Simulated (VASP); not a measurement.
Runs of VASP 6.6.1 on Si. Symmetry: Fd-3m, No. 227, cubic system. The conventional cell has a = 5.444 Å, b = 5.444 Å, c = 5.444 Å, α = 90.00°, β = 90.00°, γ = 90.00°. Within 3.1 Å of Si (site symmetry -43m) lie 4 Si at 2.36 Å. 

| level | smearing | share of exact exchange | screening parameter | gap on the mesh (eV) | pressure (GPa) |
| --- | --- | --- | --- | --- | --- |
| PBE-based screened hybrid with 40 % exact exchange | gaussian 0.01 eV | 0.4 | 0.3 1/Å | (b) | (a) |
| PBE-based screened hybrid with 5 % exact exchange | gaussian 0.01 eV | 0.05 | 0.3 1/Å | 0.80 | (c) |
| PBE-based screened hybrid with 5 % exact exchange | gaussian 0.01 eV | 0.05 | 0.5 1/Å | 0.76 | 1.6 |
| PBE-based screened hybrid with 50 % exact exchange | gaussian 0.01 eV | 0.5 | 0.1 1/Å | 2.69 | -2.3 |
| HSE06 | methfessel-paxton 0.05 eV | 0.25 | 0.2079 1/Å | 1.34 | 0.0 |

Alike in all rows: task single point; potentials or basis VASP PAW PBE potentials, release 64 (Si); no spin polarisation; cell as given; k mesh 4 × 4 × 4; cutoff (eV) 520.

Task: Fill in the values left out.

Result: (a) -0.7; (b) 1.47; (c) 1.5.

Caveats: all runs use coarse meshes; the PAW data sets were made with another functional, which shifts forces and pressure a little.

A k mesh can miss the band edges.
